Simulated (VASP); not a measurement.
Input of a VASP 6.6.1 run:

The input INCAR:

```
SYSTEM = BN
ALGO = Normal
EDIFF = 1E-6
ENCUT = 520
GGA = PS
ISIF = 2
ISMEAR = -1
LASPH = .TRUE.
LCHARG = .TRUE.
LELF = .TRUE.
LREAL = .FALSE.
LVHAR = .TRUE.
LWAVE = .FALSE.
NBANDS = 11
NELM = 80
PREC = Accurate
SIGMA = 0.05
```

Contents of KPOINTS:

```
k-points
0
G
  13 13 13
  0 0 0
```

POSCAR

```
BN
1.0
    0.0000000000      1.7884979828      1.7884979828
    1.7884979828      0.0000000000      1.7884979828
    1.7884979828      1.7884979828      0.0000000000
N B
1 1
Direct
    0.2500000000      0.2500000000      0.2500000000
    0.0000000000      0.0000000000      0.0000000000
```

Potentials or basis: VASP PAW PBE potentials, release 64 (N, B).

Run with:

```bash
$ cat potpaw_PBE.64/N/POTCAR potpaw_PBE.64/B/POTCAR > POTCAR
$ mpirun -np 1 vasp_std > vasp.out
```

(1) Estimate the band gap on the k mesh.

(2) What does it give for the pressure?

Results:

(1) 4.39 eV, indirect (least direct gap 8.91 eV).

(2) 10.4 GPa.

Caveat: the PAW data sets were made with another functional, which shifts forces and pressure a little.
